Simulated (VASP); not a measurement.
A run of VASP 6.6.1:

File INCAR:

```
PREC = Accurate
ENCUT = 520
EDIFF = 1E-6
ISMEAR = -1
SIGMA = 0.1
LREAL = F
LASPH = T
NELM = 60
ALGO = Normal
ISIF = 2
LWAVE = F
LCHARG = F
GGA = CA
NBANDS = 18
```

File KPOINTS:

```
regular mesh
0
Gamma
  11 11 11
```

The input POSCAR:

```
Lu
1.0
    0.0000000000      2.3398831156      2.3398831156
    2.3398831156      0.0000000000      2.3398831156
    2.3398831156      2.3398831156      0.0000000000
Lu
1
Direct
    0.0000000000      0.0000000000      0.0000000000
```

Potentials or basis: VASP PAW PBE potentials, release 64 (Lu).

Command:

```sh
$ cat potpaw_PBE.64/Lu/POTCAR > POTCAR
$ mpirun -np 1 vasp_std > vasp.out
```

Hardware: 1 thread of AMD EPYC 9R45 96-Core Processor (Zen 5), on a shared host.

Task: Estimate the wall time of this run.

Result: It took 13 s on 1 thread of AMD EPYC 9R45 96-Core Processor (Zen 5), on a shared host, peak memory 0.14 GiB. Counts: scf iterations 11, k points 56.
